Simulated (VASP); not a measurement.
Write the native input for VASP 6.6.1 that does the following.

```yaml
Task: single point
Functional: PBE
Potentials_or_basis: VASP PAW PBE potentials, release 64 (K_sv, Mg, H, N)
Cutoff: 520 eV
k_mesh: 3 × 8 × 3
Occupations: fermi-dirac, width 0.02 eV
Spin: no spin polarisation
Dipole_correction: no
Further_INCAR_settings: LREAL = Auto; ALGO = Normal; EDIFF = 1e-06; NBANDS = 68
```

The structure of KMgH3N2 lies in POSCAR:

```
KMgH3N2
1.0
    9.3497000000      0.0000000000      0.0000000000
    0.0000000000      3.6631000000      0.0000000000
    0.0000000000      0.0000000000      9.8901000000
K Mg H N
4 4 12 8
Direct
    0.2263374579      0.7500000000      0.1624187954
    0.2736625421      0.2500000000      0.6624187954
    0.7263374579      0.7500000000      0.3375812046
    0.7736625421      0.2500000000      0.8375812046
    0.0352890097      0.2500000000      0.3951235419
    0.4647109903      0.7500000000      0.8951235419
    0.5352890097      0.2500000000      0.1048764581
    0.9647109903      0.7500000000      0.6048764581
    0.2347455088      0.7500000000      0.4530040511
    0.2652544912      0.2500000000      0.9530040511
    0.7347455088      0.7500000000      0.0469959489
    0.7652544912      0.2500000000      0.5469959489
    0.4424656739      0.0321704554      0.3608970571
    0.0575343261      0.9678295446      0.8608970571
    0.9424656739      0.4678295446      0.1391029429
    0.5575343261      0.5321704554      0.6391029429
    0.5575343261      0.9678295446      0.6391029429
    0.9424656739      0.0321704554      0.1391029429
    0.0575343261      0.5321704554      0.8608970571
    0.4424656739      0.4678295446      0.3608970571
    0.1247765550      0.7500000000      0.4547612353
    0.3752234450      0.2500000000      0.9547612353
    0.6247765550      0.7500000000      0.0452387647
    0.8752234450      0.2500000000      0.5452387647
    0.4846630605      0.2500000000      0.3094981102
    0.0153369395      0.7500000000      0.8094981102
    0.9846630605      0.2500000000      0.1905018898
    0.5153369395      0.7500000000      0.6905018898
```

The input as run:

INCAR

```
PREC = Accurate ; ENCUT = 520
EDIFF = 1E-6 ; ISMEAR = -1
SIGMA = 0.02 ; LREAL = Auto
LASPH = True ; NELM = 60
ALGO = Normal ; ISIF = 2
LWAVE = False ; LCHARG = False
GGA = PE ; NBANDS = 68
```

KPOINTS

```
Automatic mesh
0
Gamma
  3 8 3
```

Potentials or basis: VASP PAW PBE potentials, release 64 (K_sv, Mg, H, N).

The run is started by

```console
$ cat potpaw_PBE.64/K_sv/POTCAR potpaw_PBE.64/Mg/POTCAR potpaw_PBE.64/H/POTCAR potpaw_PBE.64/N/POTCAR > POTCAR
$ mpirun -np 1 vasp_std > vasp.out
```

It gave:

```yaml
Pressure: 0.9 GPa
Largest_force: 0.015 eV/Å
Band_gap_on_the_k_mesh: 1.84 eV
```

Caveat: an odd mesh through Γ misses points on the zone boundary, where band edges can lie.

It took 16 min on 1 thread of AMD EPYC 7R43 64-Core Processor (Zen 3), on a shared host, peak memory 0.52 GiB.
